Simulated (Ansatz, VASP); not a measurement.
# Ta2N3 in VASP and in Ansatz

```
Ta N
1.0
     3.40180    0.00000    0.00000
    -1.70090    2.94604    0.00000
     0.00000    0.00000    5.33910
Ta N
2 3
Cartesian
  0.0000 1.9640 1.3458
  1.7009 0.9820 3.9933
  0.0000 0.0000 0.0000
  0.0000 1.9640 3.4725
  1.7009 0.9820 1.8666
```

Alike in both runs: task relaxation of cell and atoms; functional r2SCAN; k mesh 12 × 12 × 8; occupations gaussian, width 0.1 eV; no spin polarisation.

|  | VASP | Ansatz |
| --- | --- | --- |
| version | VASP 6.6.1 | Ansatz 0.2.0 |
| potentials or method | VASP PAW PBE potentials, release 64 (Ta_pv, N), cutoff 600 eV | scalar-relativistic, plane waves, PAW |
| valence electrons in the cell | 37 | 41 |

Ansatz gave:

* gap on the k mesh at the Fermi level, each at its own relaxed structure (eV): none
* relaxed volume (Å³/atom): 10.70
* relaxed length of the cell vector where the two differ most in proportion (Å): 5.370

Estimate VASP's values.

gap on the k mesh at the Fermi level, each at its own relaxed structure (eV): none; relaxed volume (Å³/atom): 10.77; relaxed length of the cell vector where the two differ most in proportion (Å): 5.383.

VASP's potentials were made for PBE, not for r2SCAN. A gap of «none» marks a metal or a gap that the smearing closes. VASP's potentials hold 37 valence electrons a cell and Ansatz's 41, so a difference there can come from the potentials and not from the codes.

Neither program's run includes spin-orbit coupling.
